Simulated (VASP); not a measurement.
AlN, 4 atoms in the cell. The structure is hexagonal, space group P6_3/mmc (No. 194). Conventional cell: a = 3.276 Å, b = 3.276 Å, c = 4.102 Å, α = 90.00°, β = 90.00°, γ = 120.00°. Within 2.5 Å of Al (site symmetry -6m2) lie 5 N at 1.89 to 2.05 Å. N (site symmetry -6m2) has 5 Al at 1.89 to 2.05 Å within 2.5 Å. 

- Program: VASP 6.6.1
- Task: single point
- Functional: LDA
- Potentials or basis: VASP PAW LDA potentials, release 64 (Al, N)
- Cutoff: 520 eV
- k mesh: 12 × 12 × 6
- Occupations: fermi-dirac, width 0.02 eV
- Spin: no spin polarisation
- Dipole correction: no
- Further INCAR settings: ALGO = Normal; EDIFF = 1e-06; NBANDS = 16

Potentials or basis: VASP PAW LDA potentials, release 64 (Al, N).

The run is started by

```bash
$ cat potpaw_LDA.64/Al/POTCAR potpaw_LDA.64/N/POTCAR > POTCAR
$ mpirun -np 1 vasp_std > vasp.out
```

Hardware: 1 thread of Intel(R) Xeon(R) Platinum 8259CL CPU @ 2.50GHz (Skylake/Cascade Lake), with other jobs on the host.

**Question.** How long does it take, and how much memory?

**Answer.** It took 22 s on 1 thread of Intel(R) Xeon(R) Platinum 8259CL CPU @ 2.50GHz (Skylake/Cascade Lake) (shared host), peak memory 0.15 GiB. Counts: scf iterations 12, k points 76.
